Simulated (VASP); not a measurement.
Here is a VASP 6.6.1 calculation.

File INCAR:

```
PREC     = Accurate       # precision mode
ENCUT    = 600            # plane-wave cutoff, eV
EDIFF    = 1E-7           # SCF threshold, eV
ISMEAR   = -1             # smearing method
SIGMA    = 0.1            # smearing width, eV
LREAL    = False          # projectors in reciprocal space
LASPH    = True           # aspherical terms in the spheres
NELM     = 60             # most SCF steps
ALGO     = Normal         # electronic algorithm
ISIF     = 3              # what is computed and relaxed
LWAVE    = False          # write WAVECAR
LCHARG   = False          # write CHGCAR
GGA      = PE             # functional
IBRION   = 2              # ionic algorithm
NSW      = 80             # ionic steps
EDIFFG   = -0.02          # ionic threshold
PSTRESS  = 100.0
```

Contents of KPOINTS:

```
regular mesh
0
Gamma
  7 7 7
```

File POSCAR:

```
ScAl3
1.0
    4.0878070000      0.0000000000      0.0000000000
    0.0000000000      4.0878070000      0.0000000000
    0.0000000000      0.0000000000      4.0878070000
Sc Al
1 3
Direct
    0.0000000000      0.0000000000      0.0000000000
    0.5000000000      0.0000000000      0.5000000000
    0.0000000000      0.5000000000      0.5000000000
    0.5000000000      0.5000000000      0.0000000000
```

Potentials or basis: VASP PAW PBE potentials, release 64 (Sc_sv, Al).

Launch:

```console
$ cat potpaw_PBE.64/Sc_sv/POTCAR potpaw_PBE.64/Al/POTCAR > POTCAR
$ mpirun -np 1 vasp_std > vasp.out
```

(1) What does it give for the relaxed volume?

(2) Estimate the space group after relaxing (to 0.1 Å).

(3) What does it give for the band gap on the k mesh?

(4) Predict the relaxed cell.

Results:

(1) 15.75 Å³/atom.

(2) Pm-3m (No. 221).

(3) zero (bands 10 and 11 overlap by 3.79 eV).

(4) a = 3.979 Å, b = 3.979 Å, c = 3.979 Å, α = 90.00°, β = 90.00°, γ = 90.00°.

Caveat: the cell is relaxed towards a set pressure, so the run minimises the enthalpy, not the energy.
